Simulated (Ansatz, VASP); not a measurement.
Ba in VASP and in Ansatz

Contents of INCAR:

```
PREC = Accurate
ENCUT = 520
EDIFF = 1E-6
ISMEAR = -1
SIGMA = 0.05
LREAL = False
LASPH = True
NELM = 60
ALGO = Normal
ISIF = 2
LWAVE = False
LCHARG = False
GGA = CA
NBANDS = 11
```

Contents of KPOINTS:

```
Automatic mesh
0
Gamma
  14 14 14
```

Contents of POSCAR:

```
Ba
1.0
   -2.3806961313      2.3806961313      2.3806961313
    2.3806961313     -2.3806961313      2.3806961313
    2.3806961313      2.3806961313     -2.3806961313
Ba
1
Direct
    0.0000000000      0.0000000000      0.0000000000
```

Input for Ansatz:

```yaml
crystal:
  lattice:
    - [-2.3806961313, 2.3806961313, 2.3806961313]
    - [2.3806961313, -2.3806961313, 2.3806961313]
    - [2.3806961313, 2.3806961313, -2.3806961313]
  atoms:
    - { symbol: Ba, position: [0.0, 0.0, 0.0] }
kpoints:
  mp_grid: { grid: [14, 14, 14] }
scf:
  occupations: { method: fermi_dirac, width: 0.05 }
hamiltonian:
  xc: lda
  pseudopotentials: { kind: all_electron, datasets: crystal }
output:
  forces: true
  stress: true
  eigenvalues: true
```

Alike in both runs: task single point; functional LDA; k mesh 14 × 14 × 14; occupations fermi-dirac, width 0.05 eV; no spin polarisation.

|  | VASP | Ansatz |
| --- | --- | --- |
| version | VASP 6.6.1 | Ansatz 0.2.0 |
| potentials or method | VASP PAW LDA potentials, release 64 (Ba_sv), cutoff 520 eV | all-electron PAW with datasets made for the crystal, scalar-relativistic |

Ansatz gave:

- pressure (GPa): 0.0

**Question.** Which values does VASP return?

**Answer.** Pressure (GPa): 0.1.

LDA's correlation is that of Perdew and Zunger in VASP and of Perdew and Wang (1992) in Ansatz. Ansatz ran all-electron here, and VASP with PAW potentials.

Spin-orbit coupling is off throughout.
